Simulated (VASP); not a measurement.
Input of a VASP 6.6.1 run:

Contents of INCAR:

```
SYSTEM = Si
ALGO = Normal ; EDIFF = 1E-7
ENCUT = 520 ; ISIF = 2
ISMEAR = 0 ; LASPH = .True.
LCHARG = .False. ; LREAL = .False.
LWAVE = .False. ; NBANDS = 11
NELM = 60 ; PREC = Accurate
SIGMA = 0.01
```

Contents of KPOINTS:

```
k-points
0
Gamma
  10 10 10
  0 0 0
```

File POSCAR:

```
Si
1.0
    0.0000000000      2.7144783717      2.7144783717
    2.7144783717      0.0000000000      2.7144783717
    2.7144783717      2.7144783717      0.0000000000
Si
2
Direct
    0.0000000000      0.0000000000      0.0000000000
    0.2500000000      0.2500000000      0.2500000000
```

Potentials or basis: VASP PAW LDA potentials, release 64 (Si).

Run with:

```console
$ cat potpaw_LDA.64/Si/POTCAR > POTCAR
$ mpirun -np 1 vasp_std > vasp.out
```

Question: What does it give for the band gap on the k mesh?

Answer: 0.48 eV, indirect (least direct gap 2.52 eV).

Question: What does it give for the pressure?

Answer: -1.4 GPa.

A k mesh can miss the band edges. As with any semilocal functional, this LDA gap is likely too small.
